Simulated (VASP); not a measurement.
# GaP4: relaxation of cell and atoms with PBE

Crystal: GaP4.

```
Ga P
1.0
     5.08285    0.00000    0.00000
     0.00000    5.08285    0.00000
     0.00000    0.00000    5.08285
Ga P
1 4
Cartesian
  0.0000 0.0000 0.0000
  1.7497 3.3331 3.3331
  3.3331 1.7497 3.3331
  3.3331 3.3331 1.7497
  1.7497 1.7497 1.7497
```

```
Program                : VASP 6.6.1
Task                   : relaxation of cell and atoms
Functional             : PBE
Potentials or basis    : VASP PAW PBE potentials, release 64 (Ga_d, P)
Cutoff                 : 600 eV
k mesh                 : 8 × 8 × 8
Occupations            : gaussian, width 0.1 eV
Spin                   : no spin polarisation
Dipole correction      : no
Further INCAR settings : ALGO = Normal; EDIFF = 1e-06; IBRION = 2; EDIFFG = -0.01; NSW = 100; ISIF = 3
```

| Quantity | Value |
| --- | --- |
| Relaxed volume | 26.76 Å³/atom |
| Relaxed cell | a = 5.115 Å, b = 5.115 Å, c = 5.115 Å, α = 90.00°, β = 90.00°, γ = 90.00° |
| Space group after relaxing (to 0.05 Å) | P-43m (No. 215) |
| Energy gained by relaxing | 0.7 meV/atom |
| Ionic steps | 6 |
| Pressure after relaxing | -0.1 GPa |
| Largest force after relaxing | 0.010 eV/Å |

Forces in eV/Å, atoms in the order of the input:
```
Ga   0.000  0.000  0.000
P    0.006 -0.006 -0.006
P   -0.006  0.006 -0.006
P   -0.006 -0.006  0.006
P    0.006  0.006  0.006
```

The path:
| step | energy change (eV) | largest force (eV/Å) | pressure (GPa) | volume (Å³) |
| --- | --- | --- | --- | --- |
| 1 | 0.0000 | 0.1967 | -0.26 | 131.32 |
| 2 | 0.0014 | 0.2179 | 0.79 | 130.52 |
| 3 | -0.0019 | 0.0190 | 0.14 | 130.96 |
| 4 | -0.0024 | 0.0181 | 0.15 | 131.32 |
| 5 | -0.0031 | 0.0159 | 0.07 | 132.15 |
| 6 | -0.0034 | 0.0098 | -0.06 | 133.82 |

Final structure:
```cif
data_structure
_symmetry_space_group_name_H-M 'P 1'
_symmetry_Int_Tables_number 1
_cell_length_a 5.1150
_cell_length_b 5.1150
_cell_length_c 5.1150
_cell_angle_alpha 90.000
_cell_angle_beta 90.000
_cell_angle_gamma 90.000
_cell_volume 133.82
loop_
_atom_site_label
_atom_site_type_symbol
_atom_site_fract_x
_atom_site_fract_y
_atom_site_fract_z
_atom_site_occupancy
Ga1 Ga 0.00000 0.00000 0.00000 1
P1 P 0.34585 0.65415 0.65415 1
P2 P 0.65415 0.34585 0.65415 1
P3 P 0.65415 0.65415 0.34585 1
P4 P 0.34585 0.34585 0.34585 1
```

Levels at points of the mesh, in eV from the Fermi level:
| k point | band 12 | band 13 | band 14 | band 15 | band 16 | band 17 | band 18 | band 19 | band 20 |
| --- | --- | --- | --- | --- | --- | --- | --- | --- | --- |
| (0.00, 0.00, 0.00) | -4.10 | -3.68 | -3.68 | -3.68 | -3.35 | 0.97 | 0.97 | 0.97 | 1.23 |
| (0.50, 0.00, 0.00) | -4.20 | -4.20 | -3.91 | -2.88 | -2.59 | 0.09 | 1.34 | 1.34 | 1.77 |
| (0.50, 0.50, 0.00) | -4.08 | -4.08 | -3.09 | -2.93 | -2.04 | -0.84 | -0.84 | 1.13 | 1.95 |
| (0.50, 0.50, 0.50) | -5.02 | -5.02 | -3.22 | -1.97 | -1.97 | 1.64 | 1.64 | 1.64 | 2.30 |

Wall time 4.5 min on 1 thread of Intel(R) Xeon(R) 6975P-C (Granite Rapids) (shared host), peak memory 0.33 GiB.
